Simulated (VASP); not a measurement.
Input of a VASP 6.6.1 run:

File INCAR:

```
ALGO = Normal
EDIFF = 1E-6
EDIFFG = -0.01
ENCUT = 600
GGA = PE
IBRION = 2
ISIF = 3
ISMEAR = 0
LASPH = T
LCHARG = F
LREAL = F
LWAVE = F
NELM = 100
NSW = 100
PREC = Accurate
SIGMA = 0.1
```

Contents of KPOINTS:

```
k-points
0
Gamma
  8 8 8
```

Contents of POSCAR:

```
InBS3
1.0
    5.0420675246      0.0000000000      0.0000000000
    0.0000000000      5.0420675246      0.0000000000
    0.0000000000      0.0000000000      5.0420675246
In B S
1 1 3
Direct
    0.0000000000      0.0000000000      0.0000000000
    0.5000000000      0.5000000000      0.5000000000
    0.0000000000      0.0000000000      0.5000000000
    0.0000000000      0.5000000000      0.0000000000
    0.5000000000      0.0000000000      0.0000000000
```

Potentials or basis: VASP PAW PBE potentials, release 64 (In_d, B, S).

The run is started by

```console
$ cat potpaw_PBE.64/In_d/POTCAR potpaw_PBE.64/B/POTCAR potpaw_PBE.64/S/POTCAR > POTCAR
$ mpirun -np 1 vasp_std > vasp.out
```

(1) Estimate the band gap on the k mesh.

(2) Predict the relaxed cell.

(3) Estimate the relaxed volume.

## Answers

(1) zero (band 17 reaches 2.48 eV, above the bottom of band 18 at 1.45 eV).

(2) a = 5.032 Å, b = 5.032 Å, c = 5.032 Å, α = 90.00°, β = 90.00°, γ = 90.00°.

(3) 25.49 Å³/atom.

Caveat: spin-orbit coupling is left out, which moves the levels of the heavy elements.
